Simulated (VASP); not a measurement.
# Ga32As11P21 (P1) in VASP: single point with PBE

Aim: the single point of Ga32As11P21 with PBE.

All numbers are computed with VASP 6.6.1; they aren't measurements. Logs are shortened: lines on timing, memory, paths and dates and some standing lists are left out, and cuts for length are marked.

**1. The cell of the first run**

The typed cell holds 64 atoms: a = 11.032 Å, b = 11.032 Å, c = 11.032 Å, α = 90.00°, β = 90.00°, γ = 90.00°.

**2. Single point, PBE**

Input file INCAR:

```
SYSTEM = Ga32As11P21
ALGO = Normal ; EDIFF = 1E-6
ENCUT = 500 ; GGA = PE
GGA_COMPAT = .FALSE. ; ISIF = 2
ISMEAR = -1 ; ISYM = -1
LASPH = .TRUE. ; LCHARG = .TRUE.
LELF = .TRUE. ; LREAL = Auto
LVHAR = .TRUE. ; LWAVE = .FALSE.
NBANDS = 326 ; NELM = 120
PREC = Accurate ; SIGMA = 0.05
```

Input file KPOINTS:

```
explicit points
1
Reciprocal
  0.25000000   0.25000000   0.25000000 1
```

Input file POSCAR:

```
Ga32As11P21
1.0
   11.0320340000      0.0000000000      0.0000000000
    0.0000000000     11.0320340000      0.0000000000
    0.0000000000      0.0000000000     11.0320340000
Ga P As
32 21 11
Direct
    0.9982860000      0.0055280000      0.0024230000
    0.9967640000      0.0005080000      0.5001100000
    0.9983190000      0.4991310000      0.0013900000
    0.9992610000      0.5021970000      0.4998070000
    0.5005370000      0.9968930000      0.9997450000
    0.4984760000      0.0020250000      0.4947170000
    0.4982690000      0.4999960000      0.0045740000
    0.4984320000      0.5033510000      0.4988850000
    0.2517470000      0.2550190000      0.0034060000
    0.2512760000      0.2493150000      0.4977220000
    0.2522080000      0.7518060000      0.0044930000
    0.2487800000      0.7512800000      0.4976650000
    0.7563330000      0.2519010000      0.9993220000
    0.7518980000      0.2484160000      0.5002170000
    0.7456310000      0.7521590000      0.0037430000
    0.7446590000      0.7470700000      0.4979740000
    0.2438530000      0.0012670000      0.2521040000
    0.2463420000      0.9954910000      0.7492920000
    0.2483630000      0.4987560000      0.2499980000
    0.2537450000      0.5020790000      0.7506710000
    0.7489000000      0.9992630000      0.2557840000
    0.7466610000      0.9988050000      0.7518230000
    0.7497710000      0.4991980000      0.2478490000
    0.7522380000      0.5004030000      0.7485610000
    0.0040070000      0.2474130000      0.2501400000
    0.9925770000      0.2517170000      0.7486660000
    0.0024030000      0.7483050000      0.2493210000
    0.9991310000      0.7522600000      0.7500610000
    0.4994950000      0.2475830000      0.2500630000
    0.5013670000      0.2459630000      0.7504060000
    0.4960460000      0.7501880000      0.2513850000
    0.4927870000      0.7516470000      0.7477650000
    0.1221520000      0.1249650000      0.1208300000
    0.1235320000      0.1220540000      0.6227210000
    0.1228370000      0.6212240000      0.6263140000
    0.6245780000      0.1206090000      0.1249520000
    0.6221940000      0.6285720000      0.6239700000
    0.3758470000      0.3788130000      0.1249350000
    0.3785780000      0.3754050000      0.6280920000
    0.3745440000      0.8798470000      0.1227460000
    0.3734040000      0.8751760000      0.6281980000
    0.8742390000      0.3736060000      0.1253260000
    0.8768520000      0.3714980000      0.6282230000
    0.3733330000      0.1295960000      0.3760530000
    0.3746810000      0.6260360000      0.3762700000
    0.3795690000      0.6231200000      0.8751290000
    0.8762810000      0.1273950000      0.3755590000
    0.8735650000      0.1248690000      0.8794640000
    0.8792840000      0.6247050000      0.3745610000
    0.1215320000      0.3730860000      0.3734060000
    0.1247020000      0.3749890000      0.8797530000
    0.1217970000      0.8702340000      0.8794810000
    0.6265800000      0.3755220000      0.8732420000
    0.1206810000      0.6218240000      0.1227140000
    0.6285060000      0.1224690000      0.6252760000
    0.6259490000      0.6203150000      0.1248080000
    0.8717810000      0.8772290000      0.1242790000
    0.8781600000      0.8743980000      0.6259510000
    0.3773570000      0.1225370000      0.8726900000
    0.8734380000      0.6247920000      0.8771320000
    0.1231840000      0.8792950000      0.3761960000
    0.6265920000      0.3769520000      0.3737520000
    0.6266370000      0.8753600000      0.3707770000
    0.6235400000      0.8736440000      0.8735390000
```

Potentials or basis: VASP PAW PBE potentials, release 64 (Ga_d, P, As).

Launch:

```bash
cat potpaw_PBE.64/Ga_d/POTCAR potpaw_PBE.64/P/POTCAR potpaw_PBE.64/As/POTCAR > POTCAR
mpirun -np 1 vasp_std > vasp.out
```

OUTCAR:

```text
SYSTEM = Ga32As11P21
   EDIFF = 1E-6
   ENCUT = 500
   GGA = PE
   ISIF = 2
   ISMEAR = -1
   ISYM = -1
   LASPH = .TRUE.
   LREAL = Auto
   NELM = 120
   PREC = Accurate

 ion  position               nearest neighbor table
   1  0.998  0.006  0.002-  33 2.30  48 2.34  57 2.40  52 2.43
   2  0.997  0.001  0.500-  58 2.36  34 2.36  61 2.37  47 2.37
   3  0.998  0.499  0.001-  54 2.33  51 2.37  42 2.38  60 2.39
   4  0.999  0.502  0.500-  49 2.34  35 2.35  50 2.41  43 2.43
   5  0.501  0.997  1.000-  40 2.33  64 2.37  36 2.38  59 2.39
   6  0.498  0.002  0.495-  44 2.37  63 2.41  55 2.43  41 2.46
[... 56 lines left out ...]
  63  0.627  0.875  0.371-  21 2.30  16 2.38  31 2.39   6 2.41
  64  0.624  0.874  0.874-  22 2.36   5 2.37  15 2.38  32 2.41

IMPORTANT INFORMATION: All symmetrisations will be switched off!
NOSYMM: (Re-)initialisation of all symmetry stuff for point group C_1.

----------------------------------------------------------------------------------------

                                     Primitive cell

  volume of cell :    1342.6622

  direct lattice vectors                    reciprocal lattice vectors
    11.032034000  0.000000000  0.000000000     0.090645116  0.000000000  0.000000000
     0.000000000 11.032034000  0.000000000     0.000000000  0.090645116  0.000000000
     0.000000000  0.000000000 11.032034000     0.000000000  0.000000000  0.090645116

  length of vectors
    11.032034000 11.032034000 11.032034000     0.090645116  0.090645116  0.090645116

  position of ions in fractional coordinates (direct lattice)
     0.998286000  0.005528000  0.002423000
     0.996764000  0.000508000  0.500110000
     0.998319000  0.499131000  0.001390000
     0.999261000  0.502197000  0.499807000
     0.500537000  0.996893000  0.999745000
     0.498476000  0.002025000  0.494717000
[... 56 lines left out ...]
     0.626637000  0.875360000  0.370777000
     0.623540000  0.873644000  0.873539000

  ion indices of the primitive-cell ions
   primitive index   ion index
                 1           1
                 2           2
                 3           3
                 4           4
                 5           5
                 6           6
[... 56 lines left out ...]
                63          63
                64          64

----------------------------------------------------------------------------------------

 KPOINTS: explicit points

Read explicit list of k-points.

 Found      1 k-points:

 Following reciprocal coordinates:
            Coordinates               Weight
  0.250000  0.250000  0.250000      1.000000
   k-points           NKPTS =      1   k-points in BZ     NKDIM =      1   number of bands    NBANDS=    326
   number of dos      NEDOS =    301   number of ions     NIONS =     64
   total plane-waves  NPLWV = 512000
   dimension x,y,z NGX =    80 NGY =   80 NGZ =   80
   dimension x,y,z NGXF=   160 NGYF=  160 NGZF=  160
   ions per type =              32  21  11
   NGX,Y,Z   is equivalent  to a cutoff of  12.06, 12.06, 12.06 a.u.
   NGXF,Y,Z  is equivalent  to a cutoff of  24.11, 24.11, 24.11 a.u.
 SYSTEM =  Ga32As11P21
   PREC   = accura    normal or accurate (medium, high low for compatibility)
   ISTART =      0    job   : 0-new  1-cont  2-samecut
   ICHARG =      2    charge: 1-file 2-atom 10-const
   ISPIN  =      1    spin polarized calculation?
   LNONCOLLINEAR =      F non collinear calculations
   LSORBIT =      F    spin-orbit coupling
   LASPH  =      T    aspherical Exc in radial PAW
   ENCUT  =  500.0 eV  36.75 Ry    6.06 a.u.  20.11 20.11 20.11*2*pi/ulx,y,z
   NELM   =    120;   NELMIN=  2; NELMDL= -5     # of ELM steps
   EDIFF  = 0.1E-05   stopping-criterion for ELM
   LREAL  =      T    real-space projection
   EDIFFG = 0.1E-04   stopping-criterion for IOM
   NSW    =      0    number of steps for IOM
   IBRION =     -1    ionic relax: 0-MD 1-quasi-New 2-CG
   NFREE  =      0    steps in history (QN), initial steepest desc. (CG)
   ISIF   =      2    stress and relaxation
   ISYM   =     -1    0-nonsym 1-usesym 2-fastsym
   POTIM  = 0.5000    time-step for ionic-motion
   TEBEG  =    0.0;   TEEND  =   0.0 temperature during run
   PSTRESS=    0.0 pullay stress
   NELECT =     576.0000    total number of electrons
   NUPDOWN=      -1.0000    fix difference up-down
   EMIN   =  10.00;   EMAX   =-10.00  energy-range for DOS
   EFERMI =   0.00;   METHOD = LEGACY
   ISMEAR =    -1;   SIGMA  =   0.05  broadening in eV -4-tet -1-fermi 0-gaus
   EFERMI_NEDOS =   21; number of points for ismear=-14 and -15
   IALGO  =     38    algorithm
   IMIX   =      4    mixing-type and parameters
     AMIX     =   0.40;   BMIX     =  1.00
     AMIX_MAG =   1.60;   BMIX_MAG =  1.00
  volume/ion in A,a.u.               =      20.98       141.57
  Fermi-wavevector in a.u.,A,eV,Ry     =   1.234696  2.333237 20.741733  1.524474
  Thomas-Fermi vector in A             =   2.369376
   LORBIT       =      0    0 simple, 1 ext, 2 COOP (PROOUT), +10 PAW based schemes
   GGA     = PE    functional components
   LHFCALC =     F    Hartree Fock is set to
   AEXX    =    0.0000 exact exchange contribution
   IVDW    =     0    specifies the selected vdW correction
   LEPSILON=     F    determine dielectric tensor
   LRPA    =     F    only Hartree local field effects (RPA)
 non-spin polarized calculation
  energy-cutoff  :      500.00
  volume of cell :     1342.66
 maximum number of plane-waves:     34085
 NGX is ok and might be reduce to    80
   NGX = 41   NGY = 41   NGZ = 41

 number of electron     575.9999977 magnetization

 Free energy of the ion-electron system (eV)
  ---------------------------------------------------
  ext. energy  EPLUGINS =         0.00000000
  ---------------------------------------------------
  free energy    TOTEN  =      -280.22653433 eV

  energy without entropy =     -280.22653420  energy(sigma->0) =     -280.22653426

 E-fermi :   5.0991     XC(G=0):  -9.7584

 val. band max:        4.2252554662   @ k =   0.2500   0.2500   0.2500
 cond. band min:       5.9578056731   @ k =   0.2500   0.2500   0.2500
 fundamental gap:      1.7325502069
 Fermi energy:         5.0991203299

 k-point     1 :       0.2500    0.2500    0.2500
  band No.  band energies     occupation
      1     -10.4589      2.00000
      2     -10.4399      2.00000
      3     -10.4374      2.00000
      4     -10.4310      2.00000
      5     -10.4211      2.00000
      6     -10.4055      2.00000
[... 292 lines left out ...]
    299       6.8322      0.00000
    300       6.9686      0.00000
 [bands above 300 left out]

------------------------ aborting loop because EDIFF is reached ----------------------------------------

  FORCE on cell =-STRESS in cart. coord.  units (eV):
  Direction    XX          YY          ZZ          XY          YZ          ZX
  --------------------------------------------------------------------------------------
  -------------------------------------------------------------------------------------
  Total       27.8058027     28.1342222     27.8891971     -5.2819586     -9.3197368     -5.1547197
  in kB       33.1802188     33.5721164     33.2797319     -6.3028766    -11.1210925     -6.1510444
  external PRESSURE =      33.3440224 kB  Pullay stress =       0.0000000 kB

 VOLUME and BASIS-vectors are now :
 -----------------------------------------------------------------------------
  energy-cutoff  :      500.00
  volume of cell :     1342.66
      direct lattice vectors                 reciprocal lattice vectors
    11.032034000  0.000000000  0.000000000     0.090645116  0.000000000  0.000000000
     0.000000000 11.032034000  0.000000000     0.000000000  0.090645116  0.000000000
     0.000000000  0.000000000 11.032034000     0.000000000  0.000000000  0.090645116

 POSITION                                       TOTAL-FORCE (eV/Angst)
 -----------------------------------------------------------------------------------
     11.01313      0.06099      0.02673         0.311454     -0.356166     -0.682970
     10.99633      0.00560      5.51723         0.048875      0.992449      0.067088
     11.01349      5.50643      0.01533        -0.260905     -1.056289     -0.353856
     11.02388      5.54025      5.51389         0.044229     -0.503032      0.174383
      5.52194     10.99776     11.02922         0.116205      0.406649      0.586139
      5.49920      0.02234      5.45773        -0.575695     -0.192307      0.502229
[... 56 lines left out ...]
      6.91308      9.65700      4.09042        -0.772955     -0.370995      0.646407
      6.87891      9.63807      9.63691        -0.250588     -0.340531      0.042584
 -----------------------------------------------------------------------------------
    total drift:                               -0.020774      0.001749      0.002054

  FREE ENERGIE OF THE ION-ELECTRON SYSTEM (eV)
  ---------------------------------------------------
  free  energy   TOTEN  =      -280.2265343290 eV

  energy  without entropy=     -280.2265341981  energy(sigma->0) =     -280.22653426
```

It took 10 min on 1 thread of Intel Xeon Platinum 8488C (Sapphire Rapids), shared host; peak memory 1.1 GiB.

What came out:

```yaml
Free_energy: -280.2265 eV
Pressure: 3.3 GPa
Largest_force: 1.617 eV/Å
Band_gap_on_the_k_mesh: 1.73 eV
```

Forces on the atoms (eV/Å):
```
Ga   0.311 -0.356 -0.683
Ga   0.049  0.992  0.067
Ga  -0.261 -1.056 -0.354
Ga   0.044 -0.503  0.174
Ga   0.116  0.407  0.586
Ga  -0.576 -0.192  0.502
Ga   0.047 -0.598 -1.159
Ga  -0.102  0.027  0.573
Ga  -0.210 -0.172 -0.139
Ga  -0.331  0.445  0.643
Ga   0.262 -0.046 -0.675
Ga   0.292 -0.497  0.855
Ga  -0.887 -0.068  0.172
Ga   0.629  0.330  0.005
Ga   0.229 -0.267 -0.411
Ga   0.719 -0.453  0.219
Ga   0.927  0.734 -0.812
Ga  -0.522 -0.090  0.061
Ga   0.292 -0.170  0.465
Ga  -0.346 -0.355  0.200
Ga   0.521  1.358 -0.707
Ga   1.083  0.253  0.409
Ga   1.276 -0.038  0.313
Ga  -0.669 -0.284 -0.341
Ga  -0.478  0.147 -0.252
Ga   1.097 -0.602  0.673
Ga  -0.608  0.130  0.291
Ga   0.897 -0.622  0.337
Ga  -0.063 -0.100 -0.577
Ga   0.304  1.110 -0.049
Ga  -0.458 -0.080 -0.513
Ga   0.281 -0.535 -0.085
P    0.618  0.254  0.490
P   -0.030  0.413  0.269
P    0.379  0.491 -0.104
P    0.151  0.470 -0.002
P    0.037 -0.419  0.192
P   -0.093 -0.509  0.474
P   -0.283 -0.095 -0.419
P   -0.201 -0.346  0.714
P   -0.154  0.144 -0.900
P    0.360 -0.011  0.291
P   -0.518  0.763 -0.856
P   -0.022 -0.559 -0.475
P   -0.414 -0.059 -0.219
P   -0.522  0.343  0.278
P   -0.056 -0.234 -0.131
P    0.054 -0.078 -0.770
P   -0.694  0.003 -0.055
P    0.441  0.183  0.308
P   -0.047  0.025 -0.666
P    0.215  0.569 -0.171
P   -0.182 -0.109  0.250
As   0.792  0.298  0.287
As  -0.468  0.151 -0.402
As  -0.463  0.795  0.333
As   0.396 -0.102  0.447
As  -0.940  0.004 -0.277
As  -0.762  0.096  0.453
As  -0.022  0.304 -0.082
As  -0.161 -0.615 -0.052
As  -0.256 -0.308  0.318
As  -0.773 -0.371  0.646
As  -0.251 -0.341  0.043
```

Stress tensor (GPa, compression positive):
```
 3.32 -0.63 -0.62
-0.63  3.36 -1.11
-0.62 -1.11  3.33
```

Levels at points of the mesh, in eV from the valence-band top:
```csv
k point,band 284,band 285,band 286,band 287,band 288,band 289,band 290,band 291,band 292,band 293
"(0.25, 0.25, 0.25)",-0.53,-0.50,-0.47,-0.05,0.00,1.73,1.97,2.00,2.02,2.30
```

Caveat: the cell stands under pressure; a shifted mesh leaves out Γ, where band edges can lie; forces of over 1 eV/Å act on the atoms, so gaps and moduli don't describe the material at rest. A k mesh can miss the band edges.
